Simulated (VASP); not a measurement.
Co: single point with PBE

Crystal: Co.

```
Co
1.0
     2.45426    0.00000    0.00000
    -1.22713    2.12545    0.00000
     0.00000    0.00000    4.00582
Co
2
Direct
  0.33333 0.66667 0.25000
  0.66667 0.33333 0.75000
```

This cell differs from its parent crystal: volume scaled by 0.94, then relaxed in part.

```yaml
Program: VASP 6.6.1
Task: single point
Functional: PBE
Potentials_or_basis: VASP PAW PBE potentials, release 64 (Co)
Cutoff: 520 eV
k_mesh: 21 × 21 × 11
Occupations: fermi-dirac, width 0.05 eV
Spin: collinear spin, ferromagnetic start
Starting_moments: "[2.0, 2.0] μB"
```

```json
{
 "Pressure": "7.9 GPa",
 "Net moment": "3.13 μB per cell",
 "Site moments": "Co +1.58 μB",
 "Valence electrons inside the program's atomic spheres": "Co 8.35"
}
```

Stress tensor (GPa, compression positive):
```
8.96 0.00 0.00
0.00 8.96 0.00
0.00 0.00 5.68
```

Levels at points of the mesh, in eV from the Fermi level:
Spin up:
```csv
k point,band 9,band 10,band 11,band 12,band 13,band 14
"(0.00, 0.00, 0.00)",-1.90,-0.77,-0.77,-0.20,6.57,22.42
```
Spin down:
| k point | band 5 | band 6 | band 7 | band 8 | band 9 | band 10 |
| --- | --- | --- | --- | --- | --- | --- |
| (0.00, 0.00, 0.00) | -1.04 | -0.66 | -0.66 | -0.26 | -0.17 | -0.17 |

It took 88 s on 1 thread of Intel(R) Xeon(R) Platinum 8559C (Emerald Rapids), with other jobs on the host, peak memory 0.27 GiB.
